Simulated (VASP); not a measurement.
# TiAl32 (a cell with a defect) in VASP: notebook, part 2 of 2

VASP 6.6.1. The steps go on from the part before.

### 3 Single point, r2SCAN

The input, POSCAR:

```
TiAl32
1.0
    8.1000000000      0.0000000000      0.0000000000
    0.0000000000      8.1000000000      0.0000000000
    0.0000000000      0.0000000000      8.1000000000
Al Ti
32 1
Direct
    0.5219638268     -0.0000880771      0.0005933893
    0.7501273831      0.2577384348     -0.0002466920
    0.7497240943     -0.0000761099      0.2280470072
   -0.0219232812     -0.0001032103      0.0006153860
    0.2499341847      0.2719617260      0.0005890002
    0.5077255770      0.5001541855     -0.0002433144
    0.7501070671      0.7423722680     -0.0002035077
    0.2502525360      0.0003071497      0.1838061546
    0.4908337117      0.2407730107      0.2593954038
    0.7501324698      0.5001627576      0.2422253823
    0.5672052428      0.0002903248      0.4995354628
    0.7497164225      0.2719488145      0.5001384641
    0.7496946707     -0.0001098607      0.7719065908
   -0.0076375590      0.5001337287     -0.0002092111
    0.2499187564      0.7280763112      0.0006183812
    0.0093269563      0.2402130085      0.2599568719
    0.2499413740      0.4996480268      0.2280434389
    0.4901366132      0.7594034458      0.2600951558
   -0.0691313693      0.0002597914      0.4995872029
    0.2502423343      0.3169523807      0.4995287476
    0.5219546263      0.4996355231      0.5001432629
    0.7497000292      0.7280849359      0.5001714833
    0.2502067225      0.0002488293      0.8201328333
    0.4897298472      0.2396676929      0.7403644971
    0.7500987125      0.5001194750      0.7575981586
    0.0099781970      0.7599181564      0.2606211818
   -0.0219168491      0.4996207846      0.5001685766
    0.2502131436      0.6806181203      0.4995922627
    0.0103542714      0.2391655086      0.7398768063
    0.2499147743      0.4996121180      0.7719089337
    0.4891048588      0.7604128227      0.7397580495
    0.0109325035      0.7608687909      0.7393067826
    0.2487441715     -0.0015725244      0.5025426974
```

The input, INCAR.step1:

```
ALGO     = Normal         # electronic algorithm
EDIFF    = 1E-5           # SCF threshold, eV
ENCUT    = 440            # plane-wave cutoff, eV
GGA      = PE             # functional
GGA_COMPAT= False        
ISMEAR   = 0              # smearing method
LASPH    = True           # aspherical terms in the spheres
LCHARG   = False          # write CHGCAR
LREAL    = Auto         
LWAVE    = True           # write WAVECAR
NBANDS   = 76             # bands
NELM     = 120            # most SCF steps
PREC     = Accurate       # precision mode
SIGMA    = 0.1            # smearing width, eV
```

The input, INCAR.step2:

```
ALGO     = Normal         # electronic algorithm
EDIFF    = 1E-6           # SCF threshold, eV
ENCUT    = 440            # plane-wave cutoff, eV
GGA_COMPAT= False        
ISIF     = 2              # what is computed and relaxed
ISMEAR   = 0              # smearing method
ISTART   = 1            
LASPH    = True           # aspherical terms in the spheres
LCHARG   = False          # write CHGCAR
LMIXTAU  = True         
LREAL    = Auto         
LWAVE    = False          # write WAVECAR
METAGGA  = R2SCAN         # meta-GGA
NBANDS   = 76             # bands
NELM     = 120            # most SCF steps
PREC     = Accurate       # precision mode
SIGMA    = 0.1            # smearing width, eV
```

The input, KPOINTS:

```
k-points
0
Gamma
  2 2 2
```

Potentials or basis: VASP PAW PBE potentials, release 64 (Al, Ti_sv).

Command:

```console
$ cat potpaw_PBE.64/Al/POTCAR potpaw_PBE.64/Ti_sv/POTCAR > POTCAR
$ cp INCAR.step1 INCAR
$ mpirun -np 1 vasp_std > vasp.out
$ cp INCAR.step2 INCAR
$ mpirun -np 1 vasp_std > vasp.out
```

It took 12 min on 1 thread of Intel Xeon 6975P-C (Granite Rapids), shared host; peak memory 0.53 GiB.

The run converged. Its results:

- Free energy: -226.1328 eV
- Pressure: 2.4 GPa
- Largest force: 0.013 eV/Å
- Band gap on the k mesh: zero (bands 54 and 55 overlap by 1.05 eV)

Forces on the atoms (eV/Å):
```
Al  -0.003  0.000  0.002
Al   0.001  0.012  0.000
Al  -0.002  0.000  0.002
Al   0.004  0.000  0.002
Al  -0.001 -0.003  0.002
Al   0.012  0.001  0.000
Al   0.000 -0.010  0.000
Al   0.001  0.002 -0.009
Al   0.003  0.003 -0.004
Al   0.000  0.000 -0.011
Al   0.009  0.002 -0.002
Al  -0.002 -0.003  0.001
Al  -0.002  0.000 -0.003
Al  -0.010  0.000 -0.001
Al   0.000  0.004  0.002
Al  -0.001  0.001 -0.002
Al   0.000 -0.003  0.003
Al   0.001  0.000 -0.001
Al  -0.012  0.001  0.000
Al   0.002  0.009 -0.002
Al  -0.002 -0.002  0.001
Al  -0.002  0.003  0.001
Al   0.000  0.000  0.010
Al   0.001  0.001  0.000
Al   0.000  0.000  0.009
Al  -0.002 -0.002 -0.001
Al   0.003 -0.002  0.000
Al   0.000 -0.013  0.001
Al  -0.002  0.002  0.002
Al   0.000 -0.002 -0.003
Al   0.002 -0.003  0.003
Al  -0.003 -0.003  0.003
Ti   0.004  0.004 -0.006
```

Levels at points of the mesh, in eV from the Fermi level:
| k point | band 49 | band 50 | band 51 | band 52 | band 53 | band 54 | band 55 | band 56 | band 57 | band 58 |
| --- | --- | --- | --- | --- | --- | --- | --- | --- | --- | --- |
| (0.00, 0.00, 0.00) | -0.47 | -0.47 | -0.47 | -0.25 | -0.25 | 0.47 | 0.47 | 0.47 | 0.87 | 0.87 |
| (0.50, 0.00, 0.00) | -0.67 | -0.67 | -0.60 | -0.50 | -0.24 | -0.03 | 0.03 | 0.04 | 0.06 | 0.17 |
| (0.00, 0.50, 0.00) | -0.67 | -0.67 | -0.60 | -0.50 | -0.24 | -0.03 | 0.03 | 0.04 | 0.06 | 0.16 |
| (0.00, 0.00, 0.50) | -0.67 | -0.67 | -0.60 | -0.50 | -0.24 | -0.03 | 0.03 | 0.03 | 0.06 | 0.16 |
| (0.50, 0.50, 0.00) | -0.81 | -0.29 | -0.29 | -0.27 | 0.08 | 0.31 | 0.63 | 0.63 | 0.66 | 0.66 |
| (0.00, 0.50, 0.50) | -0.81 | -0.29 | -0.29 | -0.27 | 0.08 | 0.31 | 0.63 | 0.63 | 0.66 | 0.66 |
| (0.50, 0.00, 0.50) | -0.81 | -0.29 | -0.29 | -0.27 | 0.08 | 0.31 | 0.63 | 0.63 | 0.66 | 0.66 |
| (0.50, 0.50, 0.50) | -0.83 | -0.83 | -0.80 | -0.80 | -0.80 | -0.69 | -0.58 | -0.58 | -0.44 | -0.44 |

Caveat: the k points lie up to 0.39 Å⁻¹ apart, too coarse for converged energies and pressures of a metal; the PAW data sets were made with another functional, which shifts forces and pressure a little.

### 4 Single point, r2SCAN

The input, POSCAR:

```
TiAl32
1.0
    8.1000000000      0.0000000000      0.0000000000
    0.0000000000      8.1000000000      0.0000000000
    0.0000000000      0.0000000000      8.1000000000
Al Ti
32 1
Direct
    0.5219638272     -0.0000880247      0.0005933333
    0.7501274074      0.2577383951     -0.0002466667
    0.7497240741     -0.0000760494      0.2280470370
   -0.0219233333     -0.0001032099      0.0006154321
    0.2499341975      0.2719617284      0.0005890123
    0.5077255556      0.5001541975     -0.0002433333
    0.7501070370      0.7423722222     -0.0002034568
    0.2502525926      0.0003071605      0.1838061728
    0.4908337037      0.2407729630      0.2593954321
    0.7501324691      0.5001627160      0.2422254321
    0.5672051852      0.0002903704      0.4995354321
    0.7497164198      0.2719487654      0.5001385185
    0.7496946914     -0.0001098765      0.7719065432
   -0.0076375309      0.5001337037     -0.0002092593
    0.2499187654      0.7280762963      0.0006183951
    0.0093269136      0.2402129630      0.2599569136
    0.2499413580      0.4996480247      0.2280434568
    0.4901366667      0.7594034568      0.2600951852
   -0.0691313580      0.0002597531      0.4995871605
    0.2502423457      0.3169523457      0.4995287654
    0.5219546914      0.4996355556      0.5001432099
    0.7497000000      0.7280849383      0.5001714815
    0.2502066667      0.0002488889      0.8201328395
    0.4897298765      0.2396676543      0.7403644444
    0.7500987654      0.5001195062      0.7575981481
    0.0099781481      0.7599181481      0.2606212346
   -0.0219167901      0.4996207407      0.5001685185
    0.2502130864      0.6806181481      0.4995922222
    0.0103543210      0.2391655556      0.7398767901
    0.2499148148      0.4996120988      0.7719088889
    0.4891048148      0.7604128395      0.7397580247
    0.0109324691      0.7608687654      0.7393067901
    0.2487441975     -0.0015724691      0.5025427160
```

The input, INCAR.step1:

```
SYSTEM = TiAl32
PREC = Accurate
ENCUT = 440
ISMEAR = 0
SIGMA = 0.1
LREAL = Auto
LASPH = .True.
NELM = 120
NBANDS = 76
GGA = PE
ALGO = Normal
EDIFF = 1E-5
LWAVE = .True.
LCHARG = .False.
GGA_COMPAT = .False.
```

The input, INCAR.step2:

```
SYSTEM = TiAl32
PREC = Accurate
ENCUT = 440
EDIFF = 1E-6
ISMEAR = 0
SIGMA = 0.1
LREAL = Auto
LASPH = .True.
NELM = 120
ALGO = Normal
ISIF = 2
LWAVE = .False.
LCHARG = .False.
METAGGA = R2SCAN
LMIXTAU = .True.
NBANDS = 76
ISTART = 1
GGA_COMPAT = .False.
```

The input, KPOINTS:

```
Automatic mesh
0
Gamma
  2 2 2
  0 0 0
```

Potentials or basis: VASP PAW PBE potentials, release 64 (Al, Ti_sv).

Command:

```console
$ cat potpaw_PBE.64/Al/POTCAR potpaw_PBE.64/Ti_sv/POTCAR > POTCAR
$ cp INCAR.step1 INCAR
$ mpirun -np 1 vasp_std > vasp.out
$ cp INCAR.step2 INCAR
$ mpirun -np 1 vasp_std > vasp.out
```

OUTCAR:

```text
SYSTEM = TiAl32
   PREC = Accurate
   ENCUT = 440
   EDIFF = 1E-6
   ISMEAR = 0
   LREAL = Auto
   LASPH = .True.
   NELM = 120
   ISIF = 2
   METAGGA = R2SCAN
   ISTART = 1

 ion  position               nearest neighbor table
   1  0.522  1.000  0.001-   3 2.61  13 2.61  23 2.64   8 2.65   7 2.79   2 2.79   9 2.87  18 2.88
                            24 2.88  31 2.88  15 3.12   5 3.12
   2  0.750  0.258  1.000-  25 2.78  14 2.78   6 2.78  10 2.78  13 2.79   4 2.79   1 2.79   3 2.79
                             9 2.98  16 2.98  24 2.98  29 2.98
   3  0.750  1.000  0.228-   1 2.61   4 2.61  19 2.64  11 2.65   7 2.79   2 2.79   9 2.88  16 2.88
                            18 2.88  26 2.88  22 3.12  12 3.12
   4  0.978  1.000  0.001-   3 2.61  13 2.62  23 2.64   8 2.66   7 2.79   2 2.79  16 2.88  26 2.88
                            29 2.88  32 2.88  15 3.11   5 3.12
   5  0.250  0.272  0.001-  17 2.61  30 2.61  23 2.64   8 2.65  14 2.79   6 2.79   9 2.88  16 2.88
                            24 2.88  29 2.88   4 3.12   1 3.12
   6  0.508  0.500  1.000-  25 2.78   7 2.78   2 2.78  10 2.78  30 2.79  15 2.79   5 2.79  17 2.79
                             9 2.98  18 2.98  24 2.98  31 2.98
   7  0.750  0.742  1.000-  25 2.77  14 2.77   6 2.78  10 2.78  13 2.79   4 2.79   1 2.79   3 2.79
                            18 2.98  26 2.99  31 2.99  32 2.99
   8  0.250  0.000  0.184-  33 2.58   5 2.65   1 2.65   4 2.66  15 2.66  16 2.82  18 2.82   9 2.82
                            26 2.82  23 2.95
   9  0.491  0.241  0.259-  11 2.82  20 2.82   8 2.82  21 2.87  12 2.87   1 2.87   5 2.88   3 2.88
[... 32 lines left out ...]
                            24 2.99  29 2.99  31 2.99  32 2.99
  26  0.010  0.760  0.261-  28 2.82  19 2.82   8 2.82  22 2.88  27 2.88  15 2.88   4 2.88  17 2.88
                             3 2.88  10 2.98  14 2.99   7 2.99
  27  0.978  0.500  0.500-  12 2.61  22 2.62  28 2.65  20 2.66  25 2.79  10 2.79  16 2.87  26 2.88
                            29 2.88  32 2.88  30 3.11  17 3.12
  28  0.250  0.681  0.500-  33 2.57  17 2.64  21 2.64  27 2.65  30 2.65  26 2.82  31 2.82  18 2.82
                            32 2.82  20 2.95
  29  0.010  0.239  0.740-  23 2.82  19 2.82  20 2.82  13 2.88  30 2.88   4 2.88  27 2.88   5 2.88
                            12 2.88   2 2.98  14 2.99  25 2.99
  30  0.250  0.500  0.772-   5 2.61  15 2.62  28 2.65  20 2.66  14 2.79   6 2.79  24 2.88  29 2.88
                            31 2.88  32 2.88  27 3.11  21 3.11
  31  0.489  0.760  0.740-  23 2.82  28 2.82  11 2.82  30 2.88  13 2.88  15 2.88  22 2.88   1 2.88
                            21 2.88   6 2.98   7 2.99  25 2.99
  32  0.011  0.761  0.739-  23 2.82  28 2.82  19 2.82  30 2.88  13 2.88  15 2.88   4 2.88  22 2.88
                            27 2.88  14 2.99   7 2.99  25 2.99
  33  0.249  0.998  0.503-  23 2.57  28 2.57  19 2.57  11 2.58  20 2.58   8 2.58

  LATTYP: Found a simple cubic cell.
 ALAT       =     8.1000000000

  Lattice vectors:

 A1 = (   8.1000000000,   0.0000000000,   0.0000000000)
 A2 = (   0.0000000000,   8.1000000000,   0.0000000000)
 A3 = (   0.0000000000,   0.0000000000,   8.1000000000)

Analysis of symmetry for initial positions (statically):
=====================================================================
 Subroutine PRICEL returns:
 Original cell was already a primitive cell.

 Routine SETGRP: Setting up the symmetry group for a
 simple cubic supercell.

 Subroutine GETGRP returns: Found  1 space group operations
 (whereof  1 operations were pure point group operations)
 out of a pool of 48 trial point group operations.

[... 141 lines left out ...]
   k-points           NKPTS =      8   k-points in BZ     NKDIM =      8   number of bands    NBANDS=     76
   number of dos      NEDOS =    301   number of ions     NIONS =     33
   total plane-waves  NPLWV = 175616
   dimension x,y,z NGX =    56 NGY =   56 NGZ =   56
   dimension x,y,z NGXF=   112 NGYF=  112 NGZF=  112
   ions per type =              32   1
   NGX,Y,Z   is equivalent  to a cutoff of  11.49, 11.49, 11.49 a.u.
   NGXF,Y,Z  is equivalent  to a cutoff of  22.99, 22.99, 22.99 a.u.
 SYSTEM =  TiAl32
   PREC   = accura    normal or accurate (medium, high low for compatibility)
   ISTART =      1    job   : 0-new  1-cont  2-samecut
   ICHARG =      0    charge: 1-file 2-atom 10-const
   ISPIN  =      1    spin polarized calculation?
   LNONCOLLINEAR =      F non collinear calculations
   LSORBIT =      F    spin-orbit coupling
   LASPH  =      T    aspherical Exc in radial PAW
   ENCUT  =  440.0 eV  32.34 Ry    5.69 a.u.  13.85 13.85 13.85*2*pi/ulx,y,z
   NELM   =    120;   NELMIN=  2; NELMDL=  0     # of ELM steps
   EDIFF  = 0.1E-05   stopping-criterion for ELM
   LREAL  =      T    real-space projection
   EDIFFG = 0.1E-04   stopping-criterion for IOM
   NSW    =      0    number of steps for IOM
   IBRION =     -1    ionic relax: 0-MD 1-quasi-New 2-CG
   NFREE  =      0    steps in history (QN), initial steepest desc. (CG)
   ISIF   =      2    stress and relaxation
   ISYM   =      2    0-nonsym 1-usesym 2-fastsym
   POTIM  = 0.5000    time-step for ionic-motion
   TEBEG  =    0.0;   TEEND  =   0.0 temperature during run
   PSTRESS=    0.0 pullay stress
   NELECT =     108.0000    total number of electrons
   NUPDOWN=      -1.0000    fix difference up-down
   EMIN   =  10.00;   EMAX   =-10.00  energy-range for DOS
   EFERMI =   0.00;   METHOD = LEGACY
   ISMEAR =     0;   SIGMA  =   0.10  broadening in eV -4-tet -1-fermi 0-gaus
   EFERMI_NEDOS =   21; number of points for ismear=-14 and -15
   IALGO  =     38    algorithm
   IMIX   =      4    mixing-type and parameters
     AMIX     =   0.40;   BMIX     =  1.00
     AMIX_MAG =   1.60;   BMIX_MAG =  1.00
  volume/ion in A,a.u.               =      16.10       108.68
  Fermi-wavevector in a.u.,A,eV,Ry     =   0.962493  1.818849 12.604348  0.926393
  Thomas-Fermi vector in A             =   2.091957
   LORBIT       =      0    0 simple, 1 ext, 2 COOP (PROOUT), +10 PAW based schemes
   METAGGA = R2SCAN    functional components
   LHFCALC =     F    Hartree Fock is set to
   AEXX    =    0.0000 exact exchange contribution
   IVDW    =     0    specifies the selected vdW correction
   LEPSILON=     F    determine dielectric tensor
   LRPA    =     F    only Hartree local field effects (RPA)
 non-spin polarized calculation
 Gauss-broadening in eV      SIGMA  =   0.10
  energy-cutoff  :      440.00
  volume of cell :      531.44
 maximum number of plane-waves:     11152
 NGX is ok and might be reduce to    56
   NGX = 27   NGY = 27   NGZ = 27

 number of electron     108.0000002 magnetization

 Free energy of the ion-electron system (eV)
  ---------------------------------------------------
  ext. energy  EPLUGINS =         0.00000000
  ---------------------------------------------------
  free energy    TOTEN  =      -226.13275550 eV

  energy without entropy =     -226.04787398  energy(sigma->0) =     -226.09031474

 E-fermi :   8.0150     XC(G=0): -11.0340

 val. band max:        7.9817352825   @ k =   0.0000   0.0000   0.5000
 cond. band min:       8.0477850077   @ k =   0.5000   0.0000   0.0000
 fundamental gap:      0.0660497252
 Fermi energy:         8.0150336236

 k-point     1 :       0.0000    0.0000    0.0000
  band No.  band energies     occupation
      1     -50.9517      2.00000
      2     -26.2311      2.00000
      3     -26.2310      2.00000
      4     -26.2308      2.00000
      5      -3.6851      2.00000
      6      -1.7130      2.00000
[... 541 lines left out ...]
     65      10.2941      0.00000
     66      11.3461      0.00000
 [bands above 66 left out]

------------------------ aborting loop because EDIFF is reached ----------------------------------------

  FORCE on cell =-STRESS in cart. coord.  units (eV):
  Direction    XX          YY          ZZ          XY          YZ          ZX
  --------------------------------------------------------------------------------------
  -------------------------------------------------------------------------------------
  Total        7.9249391      7.9246923      7.9330739      0.0008774     -0.0019171     -0.0018666
  in kB       23.8919425     23.8911984     23.9164670      0.0026451     -0.0057795     -0.0056275
  external PRESSURE =      23.8998693 kB  Pullay stress =       0.0000000 kB

 VOLUME and BASIS-vectors are now :
 -----------------------------------------------------------------------------
  energy-cutoff  :      440.00
  volume of cell :      531.44
      direct lattice vectors                 reciprocal lattice vectors
     8.100000000  0.000000000  0.000000000     0.123456790  0.000000000  0.000000000
     0.000000000  8.100000000  0.000000000     0.000000000  0.123456790  0.000000000
     0.000000000  0.000000000  8.100000000     0.000000000  0.000000000  0.123456790

 POSITION                                       TOTAL-FORCE (eV/Angst)
 -----------------------------------------------------------------------------------
      4.22791      8.09929      0.00481        -0.002881     -0.000401      0.001942
      6.07603      2.08768      8.09800         0.000667      0.011540     -0.000311
      6.07277      8.09938      1.84718        -0.002482     -0.000388      0.002451
      7.92242      8.09916      0.00499         0.004024     -0.000097      0.002359
      2.02447      2.20289      0.00477        -0.000704     -0.002878      0.002095
      4.11258      4.05125      8.09803         0.011696      0.000559     -0.000330
[... 25 lines left out ...]
      0.08855      6.16304      5.98838        -0.002897     -0.003082      0.002967
      2.01483      8.08726      4.07060         0.003859      0.004394     -0.006474
 -----------------------------------------------------------------------------------
    total drift:                               -0.015688     -0.019932      0.018744

  FREE ENERGIE OF THE ION-ELECTRON SYSTEM (eV)
  ---------------------------------------------------
  free  energy   TOTEN  =      -226.1327555013 eV

  energy  without entropy=     -226.0478739842  energy(sigma->0) =     -226.09031474
```

Run time: 13 min. Hardware: 1 thread of Intel Xeon 6975P-C (Granite Rapids), shared host; peak memory 0.53 GiB.

What came out:

* Free energy: -226.1328 eV
* Pressure: 2.4 GPa
* Largest force: 0.013 eV/Å
* Band gap on the k mesh: zero (bands 54 and 55 overlap by 1.05 eV)

Forces in eV/Å, atoms in the order of the input:
```
Al  -0.003  0.000  0.002
Al   0.001  0.012  0.000
Al  -0.002  0.000  0.002
Al   0.004  0.000  0.002
Al  -0.001 -0.003  0.002
Al   0.012  0.001  0.000
Al   0.000 -0.010  0.000
Al   0.001  0.002 -0.009
Al   0.003  0.003 -0.004
Al   0.000  0.000 -0.011
Al   0.009  0.002 -0.002
Al  -0.002 -0.003  0.001
Al  -0.002  0.000 -0.003
Al  -0.010  0.000 -0.001
Al   0.000  0.004  0.002
Al  -0.001  0.001 -0.002
Al   0.000 -0.003  0.003
Al   0.001  0.000 -0.001
Al  -0.012  0.001  0.000
Al   0.002  0.009 -0.002
Al  -0.002 -0.002  0.001
Al  -0.002  0.003  0.001
Al   0.000  0.000  0.010
Al   0.001  0.001  0.000
Al   0.000  0.000  0.009
Al  -0.002 -0.002 -0.001
Al   0.003 -0.002  0.000
Al   0.000 -0.013  0.001
Al  -0.002  0.002  0.002
Al   0.000 -0.002 -0.003
Al   0.002 -0.003  0.003
Al  -0.003 -0.003  0.003
Ti   0.004  0.004 -0.006
```

Caveat: the k points lie up to 0.39 Å⁻¹ apart, too coarse for converged energies and pressures of a metal; the PAW data sets were made with another functional, which shifts forces and pressure a little.
